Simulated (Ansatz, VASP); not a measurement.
# HOs12: VASP beside Ansatz

```
Os H
1.0
     5.48000    0.00000    0.00000
    -4.11000    7.11873    0.00000
     0.00000    0.00000    4.32646
Os H
12 1
Direct
  0.99349 0.99971 0.99661
  0.15962 0.22217 0.50528
  0.00391 0.33909 0.99964
  0.16708 0.55514 0.49742
  0.00030 0.66658 0.00486
  0.16203 0.88364 0.50851
  0.50670 0.00064 0.99692
  0.67302 0.22309 0.50581
  0.50394 0.33904 0.99368
  0.66592 0.55606 0.49719
  0.49929 0.66784 0.00515
  0.66262 0.88390 0.50292
  0.33325 0.11135 0.25125
```

Alike in both runs: functional PBE; k mesh 2 × 2 × 3; occupations fermi-dirac, width 0.05 eV; no spin polarisation.

Ansatz relaxed the structure, and its values are those at the end. VASP's run is a single point on that final structure, the one shown.

|  | VASP | Ansatz |
| --- | --- | --- |
| version | VASP 6.6.1 | Ansatz 0.2.0 |
| potentials or method | VASP PAW PBE potentials, release 64 (Os, H), cutoff 520 eV | scalar-relativistic, plane waves, PAW |
| valence electrons in the cell | 97 | 193 |

VASP gave:

```
rms of the force components (eV/Å) : 0.027
```

Problem. What did Ansatz give for the same quantities?

Solution. rms of the force components (eV/Å): 0.020.

VASP's potentials hold 97 valence electrons a cell and Ansatz's 193, so a difference there can come from the potentials and not from the codes.

The k mesh is coarse, so the values compare programs but aren't converged. Spin-orbit coupling is off throughout.
